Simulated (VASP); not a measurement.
Runs of VASP 6.6.1 on NaF (Villiaumite). The structure is that of space group Fm-3m (No. 225), or close to it. The cells are those of the table. 

```tsv
task	cell	k mesh	cutoff (eV)	smearing	ions in elastic constants	gap on the mesh (eV)	pressure (GPa)	relaxed volume (Å³/atom)
single point	a = 3.185 Å, angles 60.0°, 2 atoms	8 × 8 × 8	520	gaussian 0.02 eV	-	6.43	-0.1	-
relaxation of cell and atoms	relaxed from a = 3.281 Å, angles 60.0°, 2 atoms	8 × 8 × 8	600	gaussian 0.02 eV	-	6.46	0.0	(a)
single point	a = 3.281 Å, angles 60.0°, 2 atoms	6 × 6 × 6	520	gaussian 0.1 eV	-	5.93	(c)	-
relaxation of cell and atoms	relaxed from a = 3.185 Å, angles 60.0°, 2 atoms	10 × 10 × 10	600	gaussian 0.02 eV	-	6.45	0.0	(b)
```

Alike in all rows: level LDA; potentials or basis VASP PAW LDA potentials, release 64 (Na_pv, F); no spin polarisation.

Problem. Fill in the values left out.

Solution. (a) 11.37; (b) 11.39; (c) -4.6.

A k mesh can miss the band edges.
